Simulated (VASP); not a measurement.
Rb4Te3Au3: single point with PBE

Rb4Te3Au3:

```
CELL_PARAMETERS angstrom
6.79033 0.00000 0.00000
-3.39517 5.88060 0.00000
0.00000 0.00000 9.75435
ATOMIC_POSITIONS crystal
Rb 0.86164 0.13836 0.50000
Rb 0.86164 0.72328 0.50000
Rb 0.27672 0.13836 0.50000
Rb 0.66667 0.33333 0.00000
Te 0.33333 0.66667 0.00000
Te 0.00000 0.00000 0.85424
Te 0.00000 0.00000 0.14576
Au 0.47242 0.52758 0.50000
Au 0.47242 0.94483 0.50000
Au 0.05517 0.52758 0.50000
```

The cell was built from a structure type or drawn by symmetry, and may not be a known phase.

```json
{"Program": "VASP 6.6.1", "Task": "single point", "Functional": "PBE", "Potentials or basis": "VASP PAW PBE potentials, release 64 (Rb_sv, Te, Au)", "Cutoff": "520 eV", "k mesh": "3 × 3 × 2", "Occupations": "gaussian, width 0.1 eV", "Spin": "no spin polarisation", "Dipole correction": "no", "Further INCAR settings": "ALGO = Fast; EDIFF = 1e-06; NBANDS = 54"}
```

The pressure is 15.1 GPa, the largest force is 6.519 eV/Å and the band gap on the k mesh is zero (an odd number of electrons rules out a gap without spin polarisation).

Forces on the atoms (eV/Å):
```
Rb   3.501 -2.021  0.000
Rb   0.000  4.043  0.000
Rb  -3.501 -2.021  0.000
Rb   0.000  0.000  0.000
Te   0.000  0.000  0.000
Te   0.000  0.000  0.493
Te   0.000  0.000 -0.493
Au  -5.646  3.260  0.000
Au   0.000 -6.519  0.000
Au   5.646  3.260  0.000
```

Stress tensor (GPa, compression positive):
```
23.89  0.00  0.00
 0.00 23.89  0.00
 0.00  0.00 -2.57
```

Levels at points of the mesh, in eV from the Fermi level:
```csv
k point,band 41,band 42,band 43,band 44,band 45,band 46,band 47,band 48
"(0.00, 0.00, 0.00)",-0.59,-0.56,-0.56,-0.18,-0.18,0.11,0.47,0.93
"(0.00, 0.00, 0.50)",-0.53,-0.47,-0.47,-0.22,-0.22,-0.17,0.43,0.70
```

Wall time 5.3 min on 1 thread of Intel(R) Xeon(R) Platinum 8259CL CPU @ 2.50GHz (Skylake/Cascade Lake), on a shared host, peak memory 0.57 GiB.

Caveat: the cell stands under pressure; spin-orbit coupling is left out, which moves the levels of the heavy elements; forces of over 1 eV/Å act on the atoms, so gaps and moduli don't describe the material at rest.
